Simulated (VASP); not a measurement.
Write the native input for VASP 6.6.1 that does the following.

```yaml
Task: single point
Functional: PBEsol
Potentials_or_basis: VASP PAW PBE potentials, release 64 (Zr_sv, S)
Cutoff: 520 eV
k_mesh: 16 × 16 × 16
Occupations: gaussian, width 0.15 eV
Spin: no spin polarisation
Dipole_correction: no
Further_INCAR_settings: ALGO = Normal; EDIFF = 1e-06; NBANDS = 16
```

The structure of ZrS lies in POSCAR:

```
ZrS
1.0
   -0.2085639977      2.5284963390      2.5284963390
    2.5284963390     -0.2085639977      2.5284963390
    2.5284963390      2.5284963390     -0.2085639977
Zr S
1 1
Direct
    0.0000000000      0.0000000000      0.0000000000
    0.5000000000      0.5000000000      0.5000000000
```

The input as run:

INCAR

```
PREC = Accurate ; ENCUT = 520
EDIFF = 1E-6 ; ISMEAR = 0
SIGMA = 0.15 ; LREAL = F
LASPH = T ; NELM = 60
ALGO = Normal ; ISIF = 2
LWAVE = F ; LCHARG = F
GGA = PS ; NBANDS = 16
```

KPOINTS

```
regular mesh
0
Gamma
  16 16 16
```

Potentials or basis: VASP PAW PBE potentials, release 64 (Zr_sv, S).

Launch:

```bash
$ cat potpaw_PBE.64/Zr_sv/POTCAR potpaw_PBE.64/S/POTCAR > POTCAR
$ mpirun -np 1 vasp_std > vasp.out
```

Results of the run:

```
Pressure               : -6.6 GPa
Band gap on the k mesh : zero (band 9 reaches 12.08 eV, above the bottom of band 10 at 8.76 eV)
```

Caveat: the PAW data sets were made with another functional, which shifts forces and pressure a little.

Wall time 100 s on 1 thread of Intel(R) Xeon(R) Platinum 8559C (Emerald Rapids), with other jobs on the host, peak memory 0.34 GiB.
